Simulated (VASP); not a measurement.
# Mg3PN: single point with PBEsol

Mg3PN:

```xyz
5
Lattice="4.1521 0.0000 0.0000 0.0000 4.1521 0.0000 0.0000 0.0000 4.1521" Properties=species:S:1:pos:R:3 pbc="T T T"
P     0.0000    0.0000    0.0000
N     2.0761    2.0761    2.0761
Mg    2.0761    2.0761    0.0000
Mg    2.0761    0.0000    2.0761
Mg    0.0000    2.0761    2.0761
```

| Item | Value |
| --- | --- |
| Program | VASP 6.6.1 |
| Task | single point |
| Functional | PBEsol |
| Potentials or basis | VASP PAW PBE potentials, release 64 (P, N, Mg) |
| Cutoff | 520 eV |
| k mesh | 6 × 6 × 6 |
| Occupations | fermi-dirac, width 0.03 eV |
| Spin | no spin polarisation |
| Dipole correction | no |
| Further INCAR settings | ALGO = Normal; EDIFF = 1e-06; NBANDS = 16 |

```yaml
Pressure: -0.1 GPa
Band_gap_on_the_k_mesh: 1.70 eV, direct
```

Levels at points of the mesh, in eV from the valence-band top:
| k point | band 5 | band 6 | band 7 | band 8 | band 9 | band 10 | band 11 | band 12 |
| --- | --- | --- | --- | --- | --- | --- | --- | --- |
| (0.00, 0.00, 0.00) | -3.50 | 0.00 | 0.00 | 0.00 | 1.70 | 1.70 | 1.96 | 6.82 |
| (0.50, 0.00, 0.00) | -2.89 | -2.89 | -0.99 | -0.99 | 2.73 | 4.05 | 5.87 | 5.94 |
| (0.50, 0.50, 0.00) | -2.69 | -0.90 | -0.90 | -0.45 | 1.77 | 2.58 | 4.11 | 4.11 |
| (0.50, 0.50, 0.50) | -3.99 | -3.26 | -3.26 | -3.26 | 4.34 | 4.34 | 4.34 | 8.07 |

It took 11 s on 1 thread of AMD EPYC 9R45 96-Core Processor (Zen 5) (shared host), peak memory 0.15 GiB.

Caveat: the PAW data sets were made with another functional, which shifts forces and pressure a little. Expect the measured gap to be larger: semilocal functionals such as PBEsol lack the derivative discontinuity.
